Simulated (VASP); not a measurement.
# TiC (Fm-3m) in VASP: further runs

TiC is run at these levels: PBE; tasks: electric field gradients.

Everything below comes from runs of VASP 6.6.1. Logs are shortened: lines on timing, memory, paths and dates and some standing lists are left out, and cuts for length are marked.

## Step 1: The cell of the first run

Symmetry: Fm-3m, No. 225, cubic system. The conventional cell has a = 4.240 Å, b = 4.240 Å, c = 4.240 Å, α = 90.00°, β = 90.00°, γ = 90.00°. Ti (site symmetry m-3m) has 6 C at 2.12 Å within 2.8 Å. C (site symmetry m-3m) has 6 Ti at 2.12 Å within 2.8 Å.

## Step 2: Electric field gradients, PBE (volume scaled by 0.9405)

INCAR

```
SYSTEM = TiC
PREC = Accurate
ENCUT = 520
EDIFF = 1E-8
ISMEAR = -1
SIGMA = 0.03
LREAL = .FALSE.
LASPH = .TRUE.
NELM = 100
ALGO = Normal
ISIF = 2
LWAVE = .FALSE.
LCHARG = .FALSE.
GGA = PE
LEFG = .TRUE.
NBANDS = 15
```

KPOINTS

```
Automatic mesh
0
G
  16 16 16
  0 0 0
```

POSCAR

```
TiC
1.0
    0.0000000000      2.1202001280      2.1202001280
    2.1202001280      0.0000000000      2.1202001280
    2.1202001280      2.1202001280      0.0000000000
Ti C
1 1
Direct
    0.0000000000      0.0000000000      0.0000000000
    0.5000000000      0.5000000000      0.5000000000
```

Potentials or basis: VASP PAW PBE potentials, release 64 (Ti_sv, C).

Started as:

```console
$ cat potpaw_PBE.64/Ti_sv/POTCAR potpaw_PBE.64/C/POTCAR > POTCAR
$ mpirun -np 1 vasp_std > vasp.out
```

OUTCAR:

```text
SYSTEM = TiC
   PREC = Accurate
   ENCUT = 520
   EDIFF = 1E-8
   ISMEAR = -1
   LREAL = .FALSE.
   LASPH = .TRUE.
   NELM = 100
   ISIF = 2
   GGA = PE

 ion  position               nearest neighbor table
   1  0.000  0.000  0.000-   2 2.12   2 2.12   2 2.12   2 2.12   2 2.12   2 2.12
   2  0.500  0.500  0.500-   1 2.12   1 2.12   1 2.12   1 2.12   1 2.12   1 2.12

  LATTYP: Found a face centered cubic cell.
 ALAT       =     4.2404002560

  Lattice vectors:

 A1 = (   0.0000000000,   2.1202001280,   2.1202001280)
 A2 = (   2.1202001280,   0.0000000000,   2.1202001280)
 A3 = (   2.1202001280,   2.1202001280,   0.0000000000)

Analysis of symmetry for initial positions (statically):
=====================================================================
 Subroutine PRICEL returns:
 Original cell was already a primitive cell.

 Routine SETGRP: Setting up the symmetry group for a
 face centered cubic supercell.

 Subroutine GETGRP returns: Found 48 space group operations
 (whereof 48 operations were pure point group operations)
 out of a pool of 48 trial point group operations.

The static configuration has the point symmetry O_h .

Analysis of symmetry for dynamics (positions and initial velocities):
=====================================================================
 Subroutine PRICEL returns:
 Original cell was already a primitive cell.

 Routine SETGRP: Setting up the symmetry group for a
 face centered cubic supercell.

 Subroutine GETGRP returns: Found 48 space group operations
 (whereof 48 operations were pure point group operations)
 out of a pool of 48 trial point group operations.

The dynamic configuration has the point symmetry O_h .

 Subroutine INISYM returns: Found 48 space group operations
 (whereof 48 operations are pure point group operations),
 and found     1 'primitive' translations

----------------------------------------------------------------------------------------

                                     Primitive cell

  volume of cell :      19.0617

  direct lattice vectors                    reciprocal lattice vectors
     0.000000000  2.120200128  2.120200128    -0.235826795  0.235826795  0.235826795
     2.120200128  0.000000000  2.120200128     0.235826795 -0.235826795  0.235826795
     2.120200128  2.120200128  0.000000000     0.235826795  0.235826795 -0.235826795

  length of vectors
     2.998415776  2.998415776  2.998415776     0.408463990  0.408463990  0.408463990

  position of ions in fractional coordinates (direct lattice)
     0.000000000  0.000000000  0.000000000
     0.500000000  0.500000000  0.500000000

  ion indices of the primitive-cell ions
   primitive index   ion index
                 1           1
                 2           2

----------------------------------------------------------------------------------------

 KPOINTS: Automatic mesh

Automatic generation of k-mesh.
 Grid dimensions read from file:
 generate k-points for:   16   16   16

 Generating k-lattice:

  Cartesian coordinates                     Fractional coordinates (reciprocal lattice)
    -0.014739175  0.014739175  0.014739175     0.062500000  0.000000000  0.000000000
     0.014739175 -0.014739175  0.014739175     0.000000000  0.062500000  0.000000000
     0.014739175  0.014739175 -0.014739175     0.000000000  0.000000000  0.062500000

  Length of vectors
     0.025528999  0.025528999  0.025528999

  Shift w.r.t. Gamma in fractional coordinates (k-lattice)
     0.000000000  0.000000000  0.000000000

 Subroutine IBZKPT returns following result:
 ===========================================

 Found    145 irreducible k-points:

 Following reciprocal coordinates:
            Coordinates               Weight
  0.000000  0.000000  0.000000      1.000000
  0.062500  0.000000  0.000000      8.000000
  0.125000  0.000000  0.000000      8.000000
  0.187500  0.000000  0.000000      8.000000
  0.250000  0.000000  0.000000      8.000000
  0.312500  0.000000  0.000000      8.000000
[... 16 lines left out ...]
 -0.125000  0.062500  0.000000     24.000000
 -0.062500  0.062500  0.000000     12.000000
 [... further k-points ...]
   k-points           NKPTS =    145   k-points in BZ     NKDIM =    145   number of bands    NBANDS=     15
   number of dos      NEDOS =    301   number of ions     NIONS =      2
   total plane-waves  NPLWV =  13824
   dimension x,y,z NGX =    24 NGY =   24 NGZ =   24
   dimension x,y,z NGXF=    48 NGYF=   48 NGZF=   48
   ions per type =               1   1
   NGX,Y,Z   is equivalent  to a cutoff of  13.31, 13.31, 13.31 a.u.
   NGXF,Y,Z  is equivalent  to a cutoff of  26.61, 26.61, 26.61 a.u.
 SYSTEM =  TiC
   PREC   = accura    normal or accurate (medium, high low for compatibility)
   ISTART =      0    job   : 0-new  1-cont  2-samecut
   ICHARG =      2    charge: 1-file 2-atom 10-const
   ISPIN  =      1    spin polarized calculation?
   LNONCOLLINEAR =      F non collinear calculations
   LSORBIT =      F    spin-orbit coupling
   LASPH  =      T    aspherical Exc in radial PAW
   ENCUT  =  520.0 eV  38.22 Ry    6.18 a.u.   5.58  5.58  5.58*2*pi/ulx,y,z
   NELM   =    100;   NELMIN=  2; NELMDL= -5     # of ELM steps
   EDIFF  = 0.1E-07   stopping-criterion for ELM
   LREAL  =      F    real-space projection
   EDIFFG = 0.1E-06   stopping-criterion for IOM
   NSW    =      0    number of steps for IOM
   IBRION =     -1    ionic relax: 0-MD 1-quasi-New 2-CG
   NFREE  =      0    steps in history (QN), initial steepest desc. (CG)
   ISIF   =      2    stress and relaxation
   ISYM   =      2    0-nonsym 1-usesym 2-fastsym
   POTIM  = 0.5000    time-step for ionic-motion
   TEBEG  =    0.0;   TEEND  =   0.0 temperature during run
   PSTRESS=    0.0 pullay stress
   NELECT =      16.0000    total number of electrons
   NUPDOWN=      -1.0000    fix difference up-down
   EMIN   =  10.00;   EMAX   =-10.00  energy-range for DOS
   EFERMI =   0.00;   METHOD = LEGACY
   ISMEAR =    -1;   SIGMA  =   0.03  broadening in eV -4-tet -1-fermi 0-gaus
   EFERMI_NEDOS =   21; number of points for ismear=-14 and -15
   IALGO  =     38    algorithm
   IMIX   =      4    mixing-type and parameters
     AMIX     =   0.40;   BMIX     =  1.00
     AMIX_MAG =   1.60;   BMIX_MAG =  1.00
  volume/ion in A,a.u.               =       9.53        64.32
  Fermi-wavevector in a.u.,A,eV,Ry     =   1.544287  2.918279 32.447471  2.384822
  Thomas-Fermi vector in A             =   2.649829
   LORBIT       =      0    0 simple, 1 ext, 2 COOP (PROOUT), +10 PAW based schemes
   GGA     = PE    functional components
   LHFCALC =     F    Hartree Fock is set to
   AEXX    =    0.0000 exact exchange contribution
   IVDW    =     0    specifies the selected vdW correction
   LEPSILON=     F    determine dielectric tensor
   LRPA    =     F    only Hartree local field effects (RPA)
 non-spin polarized calculation
  energy-cutoff  :      520.00
  volume of cell :       19.06
 maximum number of plane-waves:       533
   NGX = 11   NGY = 11   NGZ = 11

 number of electron      16.0000002 magnetization

 Free energy of the ion-electron system (eV)
  ---------------------------------------------------
  ext. energy  EPLUGINS =         0.00000000
  ---------------------------------------------------
  free energy    TOTEN  =       -18.63722680 eV

  energy without entropy =      -18.63599193  energy(sigma->0) =      -18.63660937

 E-fermi :  10.1688     XC(G=0): -13.0314

 val. band max:       10.1671026232   @ k =   0.1250   0.0625   0.0000
 cond. band min:      10.2002635351   @ k =   0.5000   0.5000   0.0000
 fundamental gap:      0.0331609119
 Fermi energy:        10.1688441266

 k-point     1 :       0.0000    0.0000    0.0000
  band No.  band energies     occupation
      1     -46.2241      2.00000
      2     -22.2101      2.00000
      3     -22.2101      2.00000
      4     -22.2101      2.00000
      5      -2.5150      2.00000
      6      10.8940      0.00000
      7      10.8940      0.00000
      8      10.8940      0.00000
      9      11.9385      0.00000
     10      11.9385      0.00000
     11      11.9385      0.00000
     12      12.0310      0.00000
     13      12.0310      0.00000
     14      21.6233      0.00000
[... 401 lines left out ...]
      2     -22.2695      2.00000
      3     -22.2263      2.00000
      4     -22.2113      2.00000
      5      -2.2620      2.00000
      6       9.9387      1.99907
      7      10.1241      1.63246
      8      10.1320      1.54728
      9      11.0150      0.00000
     10      11.6527      0.00000
     11      12.5745      0.00000
     12      13.2147      0.00000
     13      14.1239      0.00000
     14      22.0154      0.00000
     15      24.6166      0.00000

 [... further k-points ...]

------------------------ aborting loop because EDIFF is reached ----------------------------------------

  FORCE on cell =-STRESS in cart. coord.  units (eV):
  Direction    XX          YY          ZZ          XY          YZ          ZX
  --------------------------------------------------------------------------------------
  -------------------------------------------------------------------------------------
  Total        2.2153014      2.2153014      2.2153014      0.0000000     -0.0000000     -0.0000000
  in kB      186.2013536    186.2013536    186.2013536      0.0000000     -0.0000000     -0.0000000
  external PRESSURE =     186.2013536 kB  Pullay stress =       0.0000000 kB

 VOLUME and BASIS-vectors are now :
 -----------------------------------------------------------------------------
  energy-cutoff  :      520.00
  volume of cell :       19.06
      direct lattice vectors                 reciprocal lattice vectors
     0.000000000  2.120200128  2.120200128    -0.235826795  0.235826795  0.235826795
     2.120200128  0.000000000  2.120200128     0.235826795 -0.235826795  0.235826795
     2.120200128  2.120200128  0.000000000     0.235826795  0.235826795 -0.235826795

 POSITION                                       TOTAL-FORCE (eV/Angst)
 -----------------------------------------------------------------------------------
      0.00000      0.00000      0.00000        -0.000000      0.000000     -0.000000
      2.12020      2.12020      2.12020         0.000000     -0.000000      0.000000
 -----------------------------------------------------------------------------------
    total drift:                                0.000000     -0.000000     -0.000000

  FREE ENERGIE OF THE ION-ELECTRON SYSTEM (eV)
  ---------------------------------------------------
  free  energy   TOTEN  =       -18.6372268028 eV

  energy  without entropy=      -18.6359919348  energy(sigma->0) =      -18.63660937

 Electric field gradients (V/A^2)
---------------------------------------------------------------------
 ion       V_xx      V_yy      V_zz      V_xy      V_xz      V_yz
---------------------------------------------------------------------
   1      -0.000    -0.000    -0.000     0.001     0.001     0.001
   2      -0.000     0.000    -0.000    -0.000    -0.000    -0.000
---------------------------------------------------------------------

 Electric field gradients after diagonalization (V/A^2)
 (convention: |V_zz| > |V_xx| > |V_yy|)
----------------------------------------------------------------------
 ion       V_xx      V_yy      V_zz     asymmetry (V_yy - V_xx)/ V_zz
----------------------------------------------------------------------
   1      -0.001    -0.001     0.002       0.000
   2       0.000     0.000    -0.000       0.000
----------------------------------------------------------------------

           NMR quadrupolar parameters

 Cq : quadrupolar parameter    Cq=e*Q*V_zz/h
 eta: asymmetry parameters     (V_yy - V_xx)/ V_zz
 Q  : nuclear electric quadrupole moment in mb (millibarn)
----------------------------------------------------------------------
 ion       Cq(MHz)       eta       Q (mb)
----------------------------------------------------------------------
   1       0.000       0.000       1.000
   2      -0.000       0.000       1.000
----------------------------------------------------------------------
```

Wall time 34 s (1 thread of Intel Xeon Platinum 8259CL at 2.50GHz (Skylake/Cascade Lake), shared host); peak memory 0.17 GiB.

Results:

```
Free energy            : -18.6372 eV
Pressure               : 18.6 GPa
Band gap on the k mesh : zero (band 8 reaches 10.89 eV, above the bottom of band 9 at 9.76 eV)
```

Levels at points of the mesh, in eV from the Fermi level:
| k point | band 5 | band 6 | band 7 | band 8 | band 9 | band 10 | band 11 | band 12 |
| --- | --- | --- | --- | --- | --- | --- | --- | --- |
| (0.00, 0.00, 0.00) | -12.68 | 0.73 | 0.73 | 0.73 | 1.77 | 1.77 | 1.77 | 1.86 |
| (0.50, 0.00, 0.00) | -8.89 | -6.12 | -3.09 | -3.09 | 3.19 | 3.19 | 4.48 | 8.59 |
| (0.50, 0.50, 0.00) | -10.36 | -3.46 | -1.80 | 0.03 | 0.03 | 2.96 | 3.85 | 3.85 |

Caveat: without QUAD_EFG the Cq values of the log hold for a quadrupole moment of 1 mb, not for the nuclei.

(Continued in part 2 of 2.)
